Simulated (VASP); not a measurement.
# HfB2 (P6/mmm) in VASP: a series of runs

HfB2 is run at these levels: LDA; tasks: single point.

Everything below comes from runs of VASP 6.6.1. Logs are shortened: lines on timing, memory, paths and dates and some standing lists are left out, and cuts for length are marked.

**1. The cell of the first run**

Symmetry: P6/mmm, No. 191, hexagonal system. The conventional cell has a = 3.140 Å, b = 3.140 Å, c = 3.480 Å, α = 90.00°, β = 90.00°, γ = 120.00°. Hf (site symmetry 6/mmm) has 12 B at 2.51 Å and 6 Hf at 3.14 Å within 3.3 Å. B (site symmetry -6m2) has 3 B at 1.81 Å within 2.4 Å.

**2. Single point, LDA**

INCAR

```
SYSTEM = HfB2
PREC = Accurate
ENCUT = 520
EDIFF = 1E-6
ISMEAR = -5
SIGMA = 0.1
LREAL = .False.
LASPH = .True.
NELM = 80
ALGO = Normal
ISIF = 2
LWAVE = .False.
LCHARG = .False.
GGA = CA
NBANDS = 15
```

KPOINTS

```
Automatic mesh
0
Gamma
  10 10 8
  0 0 0
```

POSCAR

```
HfB2
1.0
    3.1400000000      0.0000000000      0.0000000000
   -1.5700000000      2.7193197679      0.0000000000
    0.0000000000      0.0000000000      3.4800000000
Hf B
1 2
Direct
    0.0000000000      0.0000000000      0.0000000000
    0.6666666667      0.3333333333      0.5000000000
    0.3333333333      0.6666666667      0.5000000000
```

Potentials or basis: VASP PAW LDA potentials, release 64 (Hf_pv, B).

Command:

```
cat potpaw_LDA.64/Hf_pv/POTCAR potpaw_LDA.64/B/POTCAR > POTCAR
mpirun -np 1 vasp_std > vasp.out
```

OUTCAR:

```text
SYSTEM = HfB2
   PREC = Accurate
   ENCUT = 520
   EDIFF = 1E-6
   ISMEAR = -5
   LREAL = .False.
   LASPH = .True.
   NELM = 80
   ISIF = 2
   GGA = CA

 ion  position               nearest neighbor table
   1  0.000  0.000  0.000-   2 2.51   3 2.51   2 2.51   3 2.51   2 2.51   2 2.51   3 2.51   3 2.51
                             2 2.51   2 2.51   3 2.51   3 2.51
   2  0.667  0.333  0.500-   3 1.81   3 1.81   3 1.81   1 2.51   1 2.51   1 2.51   1 2.51   1 2.51
                             1 2.51
   3  0.333  0.667  0.500-   2 1.81   2 1.81   2 1.81   1 2.51   1 2.51   1 2.51   1 2.51   1 2.51
                             1 2.51

  LATTYP: Found a hexagonal cell.
 ALAT       =     3.1400000000
 C/A-ratio  =     1.1082802548

  Lattice vectors:

 A1 = (   3.1400000000,   0.0000000000,   0.0000000000)
 A2 = (  -1.5700000000,   2.7193197679,   0.0000000000)
 A3 = (   0.0000000000,   0.0000000000,   3.4800000000)

Analysis of symmetry for initial positions (statically):
=====================================================================
 Subroutine PRICEL returns:
 Original cell was already a primitive cell.

 Routine SETGRP: Setting up the symmetry group for a
 hexagonal supercell.

 Subroutine GETGRP returns: Found 24 space group operations
 (whereof 24 operations were pure point group operations)
 out of a pool of 24 trial point group operations.

The static configuration has the point symmetry D_6h.

Analysis of symmetry for dynamics (positions and initial velocities):
=====================================================================
 Subroutine PRICEL returns:
 Original cell was already a primitive cell.

 Routine SETGRP: Setting up the symmetry group for a
 hexagonal supercell.

 Subroutine GETGRP returns: Found 24 space group operations
 (whereof 24 operations were pure point group operations)
 out of a pool of 24 trial point group operations.

The dynamic configuration has the point symmetry D_6h.

 Subroutine INISYM returns: Found 24 space group operations
 (whereof 24 operations are pure point group operations),
 and found     1 'primitive' translations

----------------------------------------------------------------------------------------

                                     Primitive cell

  volume of cell :      29.7146

  direct lattice vectors                    reciprocal lattice vectors
     3.140000000  0.000000000  0.000000000     0.318471338  0.183869512  0.000000000
    -1.570000000  2.719319768  0.000000000     0.000000000  0.367739025  0.000000000
     0.000000000  0.000000000  3.480000000     0.000000000  0.000000000  0.287356322

  length of vectors
     3.140000000  3.140000000  3.480000000     0.367739025  0.367739025  0.287356322

  position of ions in fractional coordinates (direct lattice)
     0.000000000  0.000000000  0.000000000
     0.666666667  0.333333333  0.500000000
     0.333333333  0.666666667  0.500000000

  ion indices of the primitive-cell ions
   primitive index   ion index
                 1           1
                 2           2
                 3           3

----------------------------------------------------------------------------------------

 KPOINTS: Automatic mesh

Automatic generation of k-mesh.
 Grid dimensions read from file:
 generate k-points for:   10   10    8

 Generating k-lattice:

  Cartesian coordinates                     Fractional coordinates (reciprocal lattice)
     0.031847134  0.018386951  0.000000000     0.100000000  0.000000000  0.000000000
     0.000000000  0.036773902  0.000000000     0.000000000  0.100000000  0.000000000
     0.000000000  0.000000000  0.035919540     0.000000000  0.000000000  0.125000000

  Length of vectors
     0.036773902  0.036773902  0.035919540

  Shift w.r.t. Gamma in fractional coordinates (k-lattice)
     0.000000000  0.000000000  0.000000000

 TETIRR: Found    840 inequivalent tetrahedra from     4800

 Subroutine IBZKPT returns following result:
 ===========================================

 Found     70 irreducible k-points:

 Following reciprocal coordinates:
            Coordinates               Weight
  0.000000  0.000000  0.000000      1.000000
  0.100000  0.000000  0.000000      6.000000
  0.200000  0.000000  0.000000      6.000000
  0.300000  0.000000  0.000000      6.000000
  0.400000  0.000000  0.000000      6.000000
  0.500000  0.000000  0.000000      3.000000
[... 16 lines left out ...]
  0.300000  0.100000  0.125000     24.000000
  0.400000  0.100000  0.125000     24.000000
 [... further k-points ...]
   k-points           NKPTS =     70   k-points in BZ     NKDIM =     70   number of bands    NBANDS=     15
   number of dos      NEDOS =    301   number of ions     NIONS =      3
   total plane-waves  NPLWV =  16128
   dimension x,y,z NGX =    24 NGY =   24 NGZ =   28
   dimension x,y,z NGXF=    48 NGYF=   48 NGZF=   56
   ions per type =               1   2
   NGX,Y,Z   is equivalent  to a cutoff of  12.71, 12.71, 13.38 a.u.
   NGXF,Y,Z  is equivalent  to a cutoff of  25.41, 25.41, 26.75 a.u.
 SYSTEM =  HfB2
   PREC   = accura    normal or accurate (medium, high low for compatibility)
   ISTART =      0    job   : 0-new  1-cont  2-samecut
   ICHARG =      2    charge: 1-file 2-atom 10-const
   ISPIN  =      1    spin polarized calculation?
   LNONCOLLINEAR =      F non collinear calculations
   LSORBIT =      F    spin-orbit coupling
   LASPH  =      T    aspherical Exc in radial PAW
   ENCUT  =  520.0 eV  38.22 Ry    6.18 a.u.   5.84  5.84  6.47*2*pi/ulx,y,z
   NELM   =     80;   NELMIN=  2; NELMDL= -5     # of ELM steps
   EDIFF  = 0.1E-05   stopping-criterion for ELM
   LREAL  =      F    real-space projection
   EDIFFG = 0.1E-04   stopping-criterion for IOM
   NSW    =      0    number of steps for IOM
   IBRION =     -1    ionic relax: 0-MD 1-quasi-New 2-CG
   NFREE  =      0    steps in history (QN), initial steepest desc. (CG)
   ISIF   =      2    stress and relaxation
   ISYM   =      2    0-nonsym 1-usesym 2-fastsym
   POTIM  = 0.5000    time-step for ionic-motion
   TEBEG  =    0.0;   TEEND  =   0.0 temperature during run
   PSTRESS=    0.0 pullay stress
   NELECT =      16.0000    total number of electrons
   NUPDOWN=      -1.0000    fix difference up-down
   EMIN   =  10.00;   EMAX   =-10.00  energy-range for DOS
   EFERMI =   0.00;   METHOD = LEGACY
   ISMEAR =    -5;   SIGMA  =   0.10  broadening in eV -4-tet -1-fermi 0-gaus
   EFERMI_NEDOS =   21; number of points for ismear=-14 and -15
   IALGO  =     38    algorithm
   IMIX   =      4    mixing-type and parameters
     AMIX     =   0.40;   BMIX     =  1.00
     AMIX_MAG =   1.60;   BMIX_MAG =  1.00
  volume/ion in A,a.u.               =       9.90        66.84
  Fermi-wavevector in a.u.,A,eV,Ry     =   1.331860  2.516850 24.134693  1.773850
  Thomas-Fermi vector in A             =   2.460838
   LORBIT       =      0    0 simple, 1 ext, 2 COOP (PROOUT), +10 PAW based schemes
   GGA     = CA    functional components
   LHFCALC =     F    Hartree Fock is set to
   AEXX    =    0.0000 exact exchange contribution
   IVDW    =     0    specifies the selected vdW correction
   LEPSILON=     F    determine dielectric tensor
   LRPA    =     F    only Hartree local field effects (RPA)
 non-spin polarized calculation
 Fermi weights with tetrahedron method with Bloechl corrections
  energy-cutoff  :      520.00
  volume of cell :       29.71
 maximum number of plane-waves:       816
 NGX is ok and might be reduce to    24
   NGX = 11   NGY = 11   NGZ = 13

 number of electron      15.9999998 magnetization

 Free energy of the ion-electron system (eV)
  ---------------------------------------------------
  ext. energy  EPLUGINS =         0.00000000
  ---------------------------------------------------
  free energy    TOTEN  =       -28.91446000 eV

  energy without entropy =      -28.91446000  energy(sigma->0) =      -28.91446000

 E-fermi :   7.8016     XC(G=0): -12.7221

 val. band max:        7.8019720677   @ k =   0.1000   0.0000   0.3750
 cond. band min:       7.4009472182   @ k =   0.4000   0.2000   0.0000
 fundamental gap:     -0.4010248495
 Fermi energy:         7.8016129199

 k-point     1 :       0.0000    0.0000    0.0000
  band No.  band energies     occupation
      1     -22.8275      2.00000
      2     -22.3149      2.00000
      3     -22.3149      2.00000
      4      -5.9103      2.00000
      5       4.6502      2.00000
      6       4.7693      2.00000
      7       4.7693      2.00000
      8       4.9647      2.00000
      9      11.5946      0.00000
     10      11.5946      0.00000
     11      12.2484      0.00000
     12      12.2484      0.00000
     13      12.6863      0.00000
     14      12.6863      0.00000
     15      12.8275      0.00000

 k-point     2 :       0.1000    0.0000    0.0000
  band No.  band energies     occupation
      1     -22.8147      2.00000
      2     -22.3939      2.00000
      3     -22.3324      2.00000
      4      -5.6952      2.00000
      5       4.1956      2.00000
      6       4.7607      2.00000
      7       4.7716      2.00000
      8       4.8634      2.00000
      9      10.9469      0.00000
     10      11.4488      0.00000
     11      11.4994      0.00000
     12      11.8587      0.00000
     13      13.3212      0.00000
     14      13.7846      0.00000
     15      14.0567      0.00000

 k-point     3 :       0.2000    0.0000    0.0000
  band No.  band energies     occupation
      1     -22.7810      2.00000
      2     -22.5953      2.00000
      3     -22.3780      2.00000
      4      -5.0836      2.00000
      5       2.9083      2.00000
      6       4.3447      2.00000
      7       4.6862      2.00000
      8       5.2950      2.00000
      9       9.8416      0.00000
     10      11.0966      0.00000
     11      11.3323      0.00000
     12      11.8237      0.00000
     13      13.6928      0.00000
     14      14.7144      0.00000
     15      15.6035      0.00000
[... 343 lines left out ...]
 k-point    23 :       0.3000    0.1000    0.1250
  band No.  band energies     occupation
      1     -22.9261      2.00000
      2     -22.7521      2.00000
      3     -22.4950      2.00000
      4      -3.3299      2.00000
      5       0.6455      2.00000
      6       3.2338      2.00000
      7       3.9404      2.00000
      8       5.8706      2.00000
      9       8.7183     -0.02798
     10      10.9734      0.00000
     11      11.9204      0.00000
     12      13.1956      0.00000
     13      15.0377      0.00000
     14      15.7244      0.00000
     15      18.5407      0.00000

 k-point    24 :       0.4000    0.1000    0.1250
  band No.  band energies     occupation
      1     -23.0442      2.00000
      2     -22.7275      2.00000
      3     -22.5343      2.00000
      4      -2.1452      2.00000
      5      -0.7863      2.00000
      6       3.0632      2.00000
      7       3.9296      2.00000
      8       5.4363      2.00000
      9       8.8163     -0.02748
     10      11.7568      0.00000
     11      11.8586      0.00000
     12      13.8634      0.00000
     13      15.1975      0.00000
     14      16.1226      0.00000
     15      18.4314      0.00000

 [... further k-points ...]
[... 5 lines left out ...]
  --------------------------------------------------------------------------------------
  -------------------------------------------------------------------------------------
  Total       -1.8230718     -1.8230718     -1.7584783      0.0000000      0.0000000     -0.0000000
  in kB      -98.2981139    -98.2981139    -94.8153012      0.0000000      0.0000000     -0.0000000
  external PRESSURE =     -97.1371764 kB  Pullay stress =       0.0000000 kB

 VOLUME and BASIS-vectors are now :
 -----------------------------------------------------------------------------
  energy-cutoff  :      520.00
  volume of cell :       29.71
      direct lattice vectors                 reciprocal lattice vectors
     3.140000000  0.000000000  0.000000000     0.318471338  0.183869512  0.000000000
    -1.570000000  2.719319768  0.000000000     0.000000000  0.367739025  0.000000000
     0.000000000  0.000000000  3.480000000     0.000000000  0.000000000  0.287356322

 POSITION                                       TOTAL-FORCE (eV/Angst)
 -----------------------------------------------------------------------------------
      0.00000      0.00000      0.00000         0.000000      0.000000      0.000000
      1.57000      0.90644      1.74000         0.000000     -0.000000      0.000000
     -0.00000      1.81288      1.74000        -0.000000      0.000000      0.000000
 -----------------------------------------------------------------------------------
    total drift:                               -0.000000      0.000000      0.000000

  FREE ENERGIE OF THE ION-ELECTRON SYSTEM (eV)
  ---------------------------------------------------
  free  energy   TOTEN  =       -28.9144599961 eV

  energy  without entropy=      -28.9144599961  energy(sigma->0) =      -28.91446000
```

Wall time 28 s (1 thread of Intel Xeon Platinum 8375C at 2.90GHz (Ice Lake), shared host); peak memory 0.15 GiB.

Results:

```
Free energy            : -28.9145 eV
Pressure               : -9.7 GPa
Band gap on the k mesh : zero (band 8 reaches 8.21 eV, above the bottom of band 9 at 7.40 eV)
```

Stress tensor (GPa, compression positive):
```
-9.83  0.00  0.00
 0.00 -9.83  0.00
 0.00  0.00 -9.48
```

Caveat: spin-orbit coupling is left out, which moves the levels of the heavy elements; tetrahedron occupations give inexact forces and stress in metals.

**3. Single point, LDA**

This run uses another cell than the first one, of 9.31 Å³/atom, 0.940 times its volume.

INCAR

```
PREC = Accurate
ENCUT = 520
EDIFF = 1E-6
ISMEAR = -1
SIGMA = 0.05
LREAL = False
LASPH = True
NELM = 100
ALGO = Normal
ISIF = 2
LWAVE = False
LCHARG = False
NBANDS = 15
```

KPOINTS

```
regular mesh
0
Gamma
  10 10 8
```

POSCAR

```
HfB2
1.0
    3.0759003814      0.0000000000      0.0000000000
   -1.5379501907      2.6638078698      0.0000000000
    0.0000000000      0.0000000000      3.4089596583
Hf B
1 2
Direct
    0.0000000000      0.0000000000      0.0000000000
    0.6666666667      0.3333333333      0.5000000000
    0.3333333333      0.6666666667      0.5000000000
```

Potentials or basis: VASP PAW LDA potentials, release 64 (Hf_pv, B).

Command:

```
cat potpaw_LDA.64/Hf_pv/POTCAR potpaw_LDA.64/B/POTCAR > POTCAR
mpirun -np 1 vasp_std > vasp.out
```

It took 20 s on 1 thread of Intel Xeon Platinum 8259CL at 2.50GHz (Skylake/Cascade Lake), shared host; peak memory 0.15 GiB.

Results (log left out):

- Free energy: -28.9368 eV
- Pressure: 7.1 GPa
- Band gap on the k mesh: zero (band 8 reaches 8.76 eV, above the bottom of band 9 at 7.88 eV)

Stress tensor (GPa, compression positive):
```
7.55 0.00 0.00
0.00 7.55 0.00
0.00 0.00 6.18
```

Levels at points of the mesh, in eV from the Fermi level:
```csv
k point,band 6,band 7,band 8,band 9,band 10,band 11
"(0.00, 0.00, 0.00)",-2.87,-2.87,-2.52,4.40,4.40,5.07
"(0.50, 0.00, 0.00)",-4.20,-3.31,-2.91,2.44,3.00,6.18
"(0.00, 0.00, 0.50)",-1.04,-1.04,0.45,0.45,1.14,1.14
"(0.50, 0.00, 0.50)",-5.03,-4.76,-2.28,4.58,4.65,6.82
```

Caveat: spin-orbit coupling is left out, which moves the levels of the heavy elements.
